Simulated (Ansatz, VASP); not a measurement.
## HgTe: VASP beside Ansatz

POSCAR

```
HgTe
1.0
    0.0000000000      3.2891578888      3.2891578888
    3.2069289416      0.0000000000      3.2891578888
    3.2069289416      3.2891578888      0.0000000000
Hg Te
1 1
Direct
    0.0000000000      0.0000000000      0.0000000000
    0.2500000000      0.2500000000      0.2500000000
```

Contents of INCAR.step1:

```
PREC     = Accurate       # precision mode
ENCUT    = 520            # plane-wave cutoff, eV
EDIFF    = 1E-5           # SCF threshold, eV
ISMEAR   = -1             # smearing method
SIGMA    = 0.02           # smearing width, eV
LREAL    = False          # projectors in reciprocal space
LASPH    = True           # aspherical terms in the spheres
NELM     = 60             # most SCF steps
ALGO     = Normal         # electronic algorithm
ISIF     = 2              # what is computed and relaxed
LWAVE    = True           # write WAVECAR
LCHARG   = False          # write CHGCAR
GGA      = PE             # functional
NBANDS   = 16             # bands
```

The input INCAR.step2:

```
PREC     = Accurate       # precision mode
ENCUT    = 520            # plane-wave cutoff, eV
EDIFF    = 1E-7           # SCF threshold, eV
ISMEAR   = -1             # smearing method
SIGMA    = 0.02           # smearing width, eV
LREAL    = False          # projectors in reciprocal space
LASPH    = True           # aspherical terms in the spheres
NELM     = 60             # most SCF steps
ALGO     = Normal         # electronic algorithm
ISIF     = 2              # what is computed and relaxed
LWAVE    = False          # write WAVECAR
LCHARG   = False          # write CHGCAR
GGA      = PE             # functional
LHFCALC  = True           # exact exchange
HFSCREEN = 0.2079         # screening, 1/A
PRECFOCK = Normal       
ISTART   = 1            
NBANDS   = 16             # bands
```

The input KPOINTS:

```
regular mesh
0
Gamma
  4 4 4
```

Input for Ansatz:

```yaml
crystal:
  lattice:
    - [0.0, 3.2891578888, 3.2891578888]
    - [3.2069289416, 0.0, 3.2891578888]
    - [3.2069289416, 3.2891578888, 0.0]
  atoms:
    - { symbol: Hg, position: [0.0, 0.0, 0.0] }
    - { symbol: Te, position: [0.25, 0.25, 0.25] }
kpoints:
  mp_grid: { grid: [4, 4, 4] }
  band_path:
    path:
      - [0.0, 0.0, 0.0]
      - [-0.5, -0.5, 0.0]
      - [-0.375, -0.375, 0.25]
      - [-0.375, 0.0, 0.375]
      - [0.0, 0.0, 0.5]
      - [-0.5, -0.25, 0.25]
      - [-0.019531, -0.019531, 0.0]
    npoints: 1
hamiltonian:
  xc: hse06
scf:
  occupations: { method: fermi_dirac, width: 0.02 }
  n_extra_bands: 4
output:
  forces: true
  stress: true
  eigenvalues: true
```

Change from the starting cell: uniaxial_x strain -2.5%.

Alike in both runs: task single point; functional HSE06; k mesh 4 × 4 × 4; occupations fermi-dirac, width 0.02 eV; no spin polarisation.

|  | VASP | Ansatz |
| --- | --- | --- |
| version | VASP 6.6.1 | Ansatz 0.2.0 |
| potentials or method | VASP PAW PBE potentials, release 64 (Hg, Te) | plane waves, PAW |
| plane-wave cutoff (eV) | 520 | 420 |
| valence electrons in the cell | 18 | 36 |

|  | VASP | Ansatz | Ansatz less VASP |
| --- | --- | --- | --- |
| pressure (GPa) | 1.2 | 1.2 | +0.06 |
| traceless stress, the component that is largest in VASP (GPa) | 0.14 | 0.14 | -0.001 |

VASP's potentials hold 18 valence electrons a cell and Ansatz's 36, so a difference there can come from the potentials and not from the codes. Ansatz's warnings: stress exchange threshold loose, stress scf threshold loose.

Neither program's run includes spin-orbit coupling.
